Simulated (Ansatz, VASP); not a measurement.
Two plane-wave programs on GaP

The input INCAR:

```
SYSTEM = GaP
ALGO = Normal
EDIFF = 1E-6
ENCUT = 520
GGA = PS
ISIF = 2
ISMEAR = 0
LASPH = .True.
LCHARG = .False.
LREAL = .False.
LWAVE = .False.
NBANDS = 16
NELM = 80
PREC = Accurate
SIGMA = 0.01
```

KPOINTS

```
k-points
0
Gamma
  10 10 10
  0 0 0
```

The input POSCAR:

```
GaP
1.0
    0.0000000000      2.7608593754      2.7608593754
    2.7608593754      0.0000000000      2.7608593754
    2.7608593754      2.7608593754      0.0000000000
Ga P
1 1
Direct
    0.0000000000      0.0000000000      0.0000000000
    0.2500000000      0.2500000000      0.2500000000
```

Input for Ansatz:

```yaml
crystal:
  lattice:
    - [0.0, 2.7608593754, 2.7608593754]
    - [2.7608593754, 0.0, 2.7608593754]
    - [2.7608593754, 2.7608593754, 0.0]
  atoms:
    - { symbol: Ga, position: [0.0, 0.0, 0.0] }
    - { symbol: P, position: [0.25, 0.25, 0.25] }
scf:
  occupations: { method: fixed }
output:
  forces: true
  stress: true
  eigenvalues: true
  write_density: true
  write_potential: true
  elf: true
  volumetric_format: npy
hamiltonian:
  xc: pbesol
basis:
  ecutwfc: 500
kpoints:
  mp_grid: { grid: [10, 10, 10] }
```

Alike in both runs: task single point; functional PBEsol; k mesh 10 × 10 × 10; no spin polarisation.

```csv
,VASP,Ansatz
version,VASP 6.6.1,Ansatz 0.2.0
potentials or method,"VASP PAW PBE potentials, release 64 (Ga_d, P), cutoff 520 eV","scalar-relativistic, plane waves, PAW"
occupations,"gaussian, width 0.01 eV",fixed
valence electrons in the cell,18,18
```

```tsv
	VASP	Ansatz	Ansatz less VASP
gap on the k mesh at the Fermi level (eV)	1.43	1.43	-0.005
least direct gap on the mesh (eV)	1.43	1.43	-0.005
pressure (GPa)	-3.6	-3.5	+0.07
```

VASP's potentials were made for PBE, not for PBEsol.
